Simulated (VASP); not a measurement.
# InCuO (P-6m2) in VASP: further runs, part 2 of 3

VASP 6.6.1. The steps go on from the part before.

### Step 3. Single point, PBE, collinear spin

This run uses another cell than the first one, of 15.86 Å³/atom.

INCAR reads:

```
  PREC = Accurate
  ENCUT = 520
  EDIFF = 1E-7
  ISMEAR = 0
  SIGMA = 0.1
  LREAL = False
  LASPH = True
  NELM = 150
  ALGO = Normal
  ISIF = 2
  LWAVE = False
  LCHARG = True
  ISPIN = 2
  MAGMOM = 0 1 0
  LORBIT = 11
  LMAXMIX = 4
  GGA = PE
  LELF = True
  LVHAR = True
  NBANDS = 26
```

KPOINTS reads:

```
regular mesh
0
Gamma
  6 6 6
```

POSCAR reads:

```
InCuO
1.0
    4.0813805300      0.0000000000      0.0000000000
   -2.0406902600      3.5345792200      0.0000000000
    0.0000000000      0.0000000000      3.2991580700
In Cu O
1 1 1
Direct
    0.0000000000      0.0000000000      0.0000000000
    0.6666666700      0.3333333300      0.5000000000
    0.3333333300      0.6666666700      0.5000000000
```

Potentials or basis: VASP PAW PBE potentials, release 64 (In_d, Cu, O).

Command:

```
cat potpaw_PBE.64/In_d/POTCAR potpaw_PBE.64/Cu/POTCAR potpaw_PBE.64/O/POTCAR > POTCAR
mpirun -np 1 vasp_std > vasp.out
```

OUTCAR:

```text
PREC = Accurate
   ENCUT = 520
   EDIFF = 1E-7
   ISMEAR = 0
   LREAL = False
   LASPH = True
   NELM = 150
   ISIF = 2
   ISPIN = 2
   LORBIT = 11
   GGA = PE

 ion  position               nearest neighbor table
   1  0.000  0.000  0.000-   2 2.88   3 2.88   2 2.88   3 2.88   3 2.88   3 2.88   2 2.88   2 2.88
                             2 2.88   2 2.88   3 2.88   3 2.88
   2  0.667  0.333  0.500-   3 2.36   3 2.36   3 2.36   1 2.88   1 2.88   1 2.88   1 2.88   1 2.88
                             1 2.88
   3  0.333  0.667  0.500-   2 2.36   2 2.36   2 2.36   1 2.88   1 2.88   1 2.88   1 2.88   1 2.88
                             1 2.88

  LATTYP: Found a hexagonal cell.
 ALAT       =     4.0813805300
 C/A-ratio  =     0.8083436587

  Lattice vectors:

 A1 = (   4.0813805300,   0.0000000000,   0.0000000000)
 A2 = (  -2.0406902600,   3.5345792200,   0.0000000000)
 A3 = (   0.0000000000,   0.0000000000,   3.2991580700)

Analysis of symmetry for initial positions (statically):
=====================================================================
 Subroutine PRICEL returns:
 Original cell was already a primitive cell.

 Routine SETGRP: Setting up the symmetry group for a
 hexagonal supercell.

 Subroutine GETGRP returns: Found 12 space group operations
 (whereof 12 operations were pure point group operations)
 out of a pool of 24 trial point group operations.

The static configuration has the point symmetry D_3h.

Analysis of symmetry for dynamics (positions and initial velocities):
=====================================================================
 Subroutine PRICEL returns:
 Original cell was already a primitive cell.

 Routine SETGRP: Setting up the symmetry group for a
 hexagonal supercell.

 Subroutine GETGRP returns: Found 12 space group operations
 (whereof 12 operations were pure point group operations)
 out of a pool of 24 trial point group operations.

The dynamic configuration has the point symmetry D_3h.

Analysis of structural, dynamic, and magnetic symmetry:
=====================================================================
 Subroutine PRICEL returns:
 Original cell was already a primitive cell.

 Routine SETGRP: Setting up the symmetry group for a
 hexagonal supercell.

 Subroutine GETGRP returns: Found 12 space group operations
 (whereof 12 operations were pure point group operations)
 out of a pool of 24 trial point group operations.

The overall configuration has the point symmetry D_3h.

 Subroutine INISYM returns: Found 12 space group operations
 (whereof 12 operations are pure point group operations),
 and found     1 'primitive' translations

----------------------------------------------------------------------------------------

                                     Primitive cell

  volume of cell :      47.5935

  direct lattice vectors                    reciprocal lattice vectors
     4.081380530  0.000000000  0.000000000     0.245015135  0.141459554  0.000000000
    -2.040690260  3.534579220  0.000000000     0.000000000  0.282919108  0.000000000
     0.000000000  0.000000000  3.299158070     0.000000000  0.000000000  0.303107635

  length of vectors
     4.081380530  4.081380526  3.299158070     0.282919108  0.282919108  0.303107635

  position of ions in fractional coordinates (direct lattice)
     0.000000000  0.000000000  0.000000000
[... 72 lines left out ...]
   ISTART =      0    job   : 0-new  1-cont  2-samecut
   ICHARG =      2    charge: 1-file 2-atom 10-const
   ISPIN  =      2    spin polarized calculation?
   LNONCOLLINEAR =      F non collinear calculations
   LSORBIT =      F    spin-orbit coupling
   LASPH  =      T    aspherical Exc in radial PAW
   ENCUT  =  520.0 eV  38.22 Ry    6.18 a.u.   7.59  7.59  6.13*2*pi/ulx,y,z
   NELM   =    150;   NELMIN=  2; NELMDL= -5     # of ELM steps
   EDIFF  = 0.1E-06   stopping-criterion for ELM
   LREAL  =      F    real-space projection
   EDIFFG = 0.1E-05   stopping-criterion for IOM
   NSW    =      0    number of steps for IOM
   IBRION =     -1    ionic relax: 0-MD 1-quasi-New 2-CG
   NFREE  =      0    steps in history (QN), initial steepest desc. (CG)
   ISIF   =      2    stress and relaxation
   ISYM   =      2    0-nonsym 1-usesym 2-fastsym
   POTIM  = 0.5000    time-step for ionic-motion
   TEBEG  =    0.0;   TEEND  =   0.0 temperature during run
   PSTRESS=    0.0 pullay stress
   NELECT =      30.0000    total number of electrons
   NUPDOWN=      -1.0000    fix difference up-down
   EMIN   =  10.00;   EMAX   =-10.00  energy-range for DOS
   EFERMI =   0.00;   METHOD = LEGACY
   ISMEAR =     0;   SIGMA  =   0.10  broadening in eV -4-tet -1-fermi 0-gaus
   EFERMI_NEDOS =   21; number of points for ismear=-14 and -15
   IALGO  =     38    algorithm
   IMIX   =      4    mixing-type and parameters
     AMIX     =   0.40;   BMIX     =  1.00
     AMIX_MAG =   1.60;   BMIX_MAG =  1.00
  volume/ion in A,a.u.               =      15.86       107.06
  Fermi-wavevector in a.u.,A,eV,Ry     =   1.403673  2.652557 26.807529  1.970298
  Thomas-Fermi vector in A             =   2.526311
   LORBIT       =     11    0 simple, 1 ext, 2 COOP (PROOUT), +10 PAW based schemes
   GGA     = PE    functional components
   LHFCALC =     F    Hartree Fock is set to
   AEXX    =    0.0000 exact exchange contribution
   IVDW    =     0    specifies the selected vdW correction
   LEPSILON=     F    determine dielectric tensor
   LRPA    =     F    only Hartree local field effects (RPA)
 spin polarized calculation
 Gauss-broadening in eV      SIGMA  =   0.10
  energy-cutoff  :      520.00
  volume of cell :       47.59
 maximum number of plane-waves:      1298
   NGX = 15   NGY = 15   NGZ = 13

 number of electron      30.0000011 magnetization      -0.0000328

 number of electron      30.0000011 magnetization       0.0000260

 Free energy of the ion-electron system (eV)
  ---------------------------------------------------
  ext. energy  EPLUGINS =         0.00000000
  ---------------------------------------------------
  free energy    TOTEN  =       -11.64804138 eV

  energy without entropy =      -11.64671160  energy(sigma->0) =      -11.64737649

 E-fermi :   5.8522     XC(G=0): -10.9274

 val. band max:        5.6983471304   @ k =   0.1667   0.0000   0.5000
 cond. band min:       5.8537804680   @ k =   0.3333   0.3333   0.3333
 fundamental gap:      0.1554333375
 Fermi energy:         5.8522328880

 spin component 1

 k-point     1 :       0.0000    0.0000    0.0000
  band No.  band energies     occupation
      1     -11.2409      1.00000
      2      -8.4546      1.00000
      3      -8.2453      1.00000
      4      -8.2453      1.00000
      5      -8.1735      1.00000
      6      -8.1735      1.00000
[... 685 lines left out ...]
     25      22.5035      0.00000
     26      22.7556      0.00000

 [... further k-points ...]

 spin component 2

 k-point     1 :       0.0000    0.0000    0.0000
  band No.  band energies     occupation
      1     -11.2409      1.00000
      2      -8.4546      1.00000
      3      -8.2453      1.00000
      4      -8.2453      1.00000
      5      -8.1735      1.00000
      6      -8.1735      1.00000
[... 685 lines left out ...]
     25      22.5035      0.00000
     26      22.7556      0.00000

 [... further k-points ...]
[... 5 lines left out ...]
  --------------------------------------------------------------------------------------
  -------------------------------------------------------------------------------------
  Total       -4.0751926     -4.0751926      0.2208723     -0.0000000     -0.0000000      0.0000000
  in kB     -137.1863154   -137.1863153      7.4353914     -0.0000002     -0.0000000      0.0000000
  external PRESSURE =     -88.9790798 kB  Pullay stress =       0.0000000 kB

 VOLUME and BASIS-vectors are now :
 -----------------------------------------------------------------------------
  energy-cutoff  :      520.00
  volume of cell :       47.59
      direct lattice vectors                 reciprocal lattice vectors
     4.081380530  0.000000000  0.000000000     0.245015135  0.141459554  0.000000000
    -2.040690260  3.534579220  0.000000000     0.000000000  0.282919108  0.000000000
     0.000000000  0.000000000  3.299158070     0.000000000  0.000000000  0.303107635

 POSITION                                       TOTAL-FORCE (eV/Angst)
 -----------------------------------------------------------------------------------
      0.00000      0.00000      0.00000        -0.000000      0.000000      0.000000
      2.04069      1.17819      1.64958         0.000000      0.000000      0.000000
     -0.00000      2.35639      1.64958        -0.000000      0.000000      0.000000
 -----------------------------------------------------------------------------------
    total drift:                                0.000018     -0.000010      0.000000

  FREE ENERGIE OF THE ION-ELECTRON SYSTEM (eV)
  ---------------------------------------------------
  free  energy   TOTEN  =       -11.6480413846 eV

  energy  without entropy=      -11.6467116043  energy(sigma->0) =      -11.64737649

 total charge

# of ion       s       p       d       tot
------------------------------------------
    1        0.983   0.387   9.874  11.244
    2        0.328   0.227   9.222   9.777
    3        1.602   3.194   0.000   4.795
--------------------------------------------------
tot          2.913   3.808  19.096  25.817

 magnetization (x)

# of ion       s       p       d       tot
------------------------------------------
    1        0.000  -0.000   0.000  -0.000
    2       -0.000  -0.000   0.000   0.000
    3       -0.000   0.000   0.000   0.000
--------------------------------------------------
tot          0.000  -0.000   0.000   0.000
```

stdout:

```text
POSCAR found type information on POSCAR InCuO
 POSCAR found :  3 types and       3 ions
 scaLAPACK will be used
 LDA part: xc-table for (Slater+PW92), standard interpolation
 POSCAR, INCAR and KPOINTS ok, starting setup
 FFT: planning ... GRIDC
 FFT: planning ... GRID_SOFT
 FFT: planning ... GRID
 WAVECAR not read
 entering main loop
```

Run time: 2.9 min. Hardware: 1 thread of Intel Xeon 8259CL, shared host; peak memory 0.22 GiB.

What came out:

| Item | Value |
| --- | --- |
| Free energy | -11.6480 eV |
| Pressure | -8.9 GPa |
| Band gap on the k mesh | zero (filled and empty bands overlap) |
| Net moment | 0.00 μB per cell |
| Valence electrons inside the program's atomic spheres | In 11.24; Cu 9.78; O 4.79 |

Levels at points of the mesh, in eV from the Fermi level:
Spin up:
| k point | band 11 | band 12 | band 13 | band 14 | band 15 | band 16 | band 17 | band 18 | band 19 | band 20 |
| --- | --- | --- | --- | --- | --- | --- | --- | --- | --- | --- |
| (0.00, 0.00, 0.00) | -2.22 | -2.22 | -1.61 | -0.95 | -0.95 | 3.58 | 3.58 | 5.62 | 7.20 | 8.95 |
| (0.50, 0.00, 0.00) | -2.55 | -2.22 | -2.10 | -1.52 | -1.01 | 0.93 | 4.43 | 6.58 | 8.01 | 11.48 |
| (0.00, 0.00, 0.50) | -2.49 | -2.46 | -1.36 | -0.88 | -0.88 | 0.08 | 6.60 | 6.60 | 8.07 | 8.07 |
| (0.50, 0.00, 0.50) | -2.61 | -2.33 | -1.77 | -1.66 | -1.05 | 1.78 | 1.96 | 3.64 | 5.25 | 9.37 |
Spin down:
```
           k point  band 11  band 12  band 13  band 14  band 15  band 16  band 17  band 18  band 19  band 20
(0.00, 0.00, 0.00)    -2.22    -2.22    -1.61    -0.95    -0.95     3.58     3.58     5.62     7.20     8.95
(0.50, 0.00, 0.00)    -2.55    -2.22    -2.10    -1.52    -1.01     0.93     4.43     6.58     8.01    11.48
(0.00, 0.00, 0.50)    -2.49    -2.46    -1.36    -0.88    -0.88     0.08     6.60     6.60     8.07     8.07
(0.50, 0.00, 0.50)    -2.61    -2.33    -1.77    -1.66    -1.05     1.78     1.96     3.64     5.25     9.37
```

Caveat: the cell stands under tension; spin-orbit coupling is left out, which moves the levels of the heavy elements.

### Step 4. Single point, PBE

This run uses another cell than the first one, of 15.51 Å³/atom.

INCAR reads:

```
ALGO     = Normal         # electronic algorithm
EDIFF    = 1E-6           # SCF threshold, eV
ENCUT    = 520            # plane-wave cutoff, eV
GGA      = PE             # functional
ISIF     = 2              # what is computed and relaxed
ISMEAR   = 0              # smearing method
LASPH    = True           # aspherical terms in the spheres
LCHARG   = False          # write CHGCAR
LREAL    = False          # projectors in reciprocal space
LWAVE    = False          # write WAVECAR
NBANDS   = 22             # bands
NELM     = 80             # most SCF steps
PREC     = Accurate       # precision mode
SIGMA    = 0.1            # smearing width, eV
```

KPOINTS reads:

```
k-points
0
Gamma
  18 18 10
```

POSCAR reads:

```
InCuO
1.0
    3.4590888467      0.0000000000      0.0000000000
   -1.7295444233      2.9956588152      0.0000000000
    0.0000000000      0.0000000000      4.4914463238
In Cu O
1 1 1
Direct
    0.0000000000      0.0000000000      0.0000000000
    0.6666666667      0.3333333333      0.5000000000
    0.3333333333      0.6666666667      0.5000000000
```

Command:

```
cat potpaw_PBE.64/In_d/POTCAR potpaw_PBE.64/Cu/POTCAR potpaw_PBE.64/O/POTCAR > POTCAR
mpirun -np 1 vasp_std > vasp.out
```

Wall time 9.8 min (1 thread of Intel Xeon 8259CL, shared host); peak memory 0.37 GiB.

Results (log left out):

- Free energy: -12.2416 eV
- Pressure: 0.1 GPa
- Band gap on the k mesh: zero (bands 15 and 16 overlap by 1.11 eV)

Stress tensor (GPa, compression positive):
```
 0.27  0.00  0.00
 0.00  0.27  0.00
 0.00  0.00 -0.15
```

Levels at points of the mesh, in eV from the Fermi level:
```tsv
k point	band 13	band 14	band 15	band 16	band 17	band 18
(0.00, 0.00, 0.00)	-2.06	0.15	0.15	2.99	3.84	7.54
(0.50, 0.00, 0.00)	-1.56	-1.43	-1.39	0.23	3.24	5.57
(0.00, 0.00, 0.50)	-1.40	-1.11	0.15	0.15	8.63	8.63
(0.50, 0.00, 0.50)	-2.02	-1.33	-1.23	0.28	3.20	4.88
```

Caveat: spin-orbit coupling is left out, which moves the levels of the heavy elements.

### Step 5. Relaxation of cell and atoms, PBE, collinear spin

This run uses another cell than the first one, of 15.86 Å³/atom.

INCAR reads:

```
PREC = Accurate
ENCUT = 600
EDIFF = 1E-6
ISMEAR = 0
SIGMA = 0.1
LREAL = False
LASPH = True
NELM = 150
ALGO = Normal
ISIF = 3
LWAVE = False
LCHARG = False
ISPIN = 2
MAGMOM = 0 1 0
LORBIT = 11
LMAXMIX = 4
GGA = PE
IBRION = 2
NSW = 90
EDIFFG = -0.04
```

KPOINTS reads:

```
Automatic mesh
0
Gamma
  6 6 6
```

POSCAR reads:

```
InCuO
1.0
    4.0813805300      0.0000000000      0.0000000000
   -2.0406902600      3.5345792200      0.0000000000
    0.0000000000      0.0000000000      3.2991580700
In Cu O
1 1 1
Direct
    0.0000000000      0.0000000000      0.0000000000
    0.6666666700      0.3333333300      0.5000000000
    0.3333333300      0.6666666700      0.5000000000
```

Command:

```
cat potpaw_PBE.64/In_d/POTCAR potpaw_PBE.64/Cu/POTCAR potpaw_PBE.64/O/POTCAR > POTCAR
mpirun -np 1 vasp_std > vasp.out
```

It took 21 min on 1 thread of Intel Xeon 8259CL, shared host; peak memory 0.26 GiB.

It converged, with:

| Item | Value |
| --- | --- |
| Free energy | -12.2277 eV |
| Relaxed volume | 15.12 Å³/atom |
| Relaxed cell | a = 3.533 Å, b = 3.533 Å, c = 4.195 Å, α = 90.00°, β = 90.00°, γ = 120.00° |
| Space group after relaxing (to 0.1 Å) | P-6m2 (No. 187) |
| Energy gained by relaxing | 192.9 meV/atom |
| Ionic steps | 11 |
| Pressure after relaxing | -0.1 GPa |
| Band gap on the k mesh | zero (filled and empty bands overlap) |
| Net moment | 0.00 μB per cell |
| Valence electrons inside the program's atomic spheres | In 11.28; Cu 9.91; O 4.89 |

The path:
```
step  energy change (eV)  largest force (eV/Å)  pressure (GPa)  volume (Å³)
   1              0.0000                0.0000           -8.94        47.59
   2             -0.3171                0.0000            2.14        41.68
   3             -0.3185                0.0000            3.31        41.29
   4             -0.4032                0.0000            2.46        42.03
   5             -0.5467                0.0000            0.94        43.88
   6             -0.4837                0.0000            0.73        46.06
   7             -0.5760                0.0000            0.54        44.77
   8             -0.5781                0.0000            0.57        45.02
   9             -0.5780                0.0000            0.59        45.07
  10             -0.5771                0.0000           -1.00        45.79
  11             -0.5786                0.0000           -0.08        45.35
```

Final structure:
```
In Cu O
1.0
     3.53322    0.00000    0.00000
    -1.76661    3.05986    0.00000
     0.00000    0.00000    4.19450
In Cu O
1 1 1
Cartesian
  0.0000 0.0000 0.0000
  1.7666 1.0200 2.0973
  0.0000 2.0399 2.0973
```

Levels at points of the mesh, in eV from the Fermi level:
Spin up:
| k point | band 11 | band 12 | band 13 | band 14 | band 15 | band 16 | band 17 | band 18 | band 19 | band 20 |
| --- | --- | --- | --- | --- | --- | --- | --- | --- | --- | --- |
| (0.00, 0.00, 0.00) | -2.31 | -2.31 | -2.06 | 0.00 | 0.00 | 3.67 | 4.56 | 6.86 | 6.86 | 10.47 |
| (0.50, 0.00, 0.00) | -2.69 | -2.34 | -1.50 | -1.40 | -1.33 | 0.67 | 3.90 | 5.55 | 6.20 | 8.21 |
| (0.00, 0.00, 0.50) | -2.36 | -2.36 | -1.27 | -0.91 | 0.00 | 0.00 | 8.28 | 8.28 | 10.21 | 10.21 |
| (0.50, 0.00, 0.50) | -2.53 | -2.42 | -1.98 | -1.35 | -1.12 | 0.84 | 3.12 | 4.84 | 5.49 | 8.88 |
Spin down:
| k point | band 12 | band 13 | band 14 | band 15 | band 16 | band 17 | band 18 | band 19 |
| --- | --- | --- | --- | --- | --- | --- | --- | --- |
| (0.00, 0.00, 0.00) | -2.31 | -2.06 | 0.00 | 0.00 | 3.67 | 4.56 | 6.86 | 6.86 |
| (0.50, 0.00, 0.00) | -2.34 | -1.50 | -1.40 | -1.33 | 0.67 | 3.90 | 5.55 | 6.20 |
| (0.00, 0.00, 0.50) | -2.36 | -1.27 | -0.91 | 0.00 | 0.00 | 8.28 | 8.28 | 10.21 |
| (0.50, 0.00, 0.50) | -2.42 | -1.98 | -1.35 | -1.12 | 0.84 | 3.12 | 4.84 | 5.49 |

Caveat: a cell axis changed by over 15 % at a fixed basis, so the end point is rough; spin-orbit coupling is left out, which moves the levels of the heavy elements. With open d or f shells a metallic result of PBE can be an artefact of self-interaction; +U or a hybrid may open a gap.

[end of part 2 of 3]
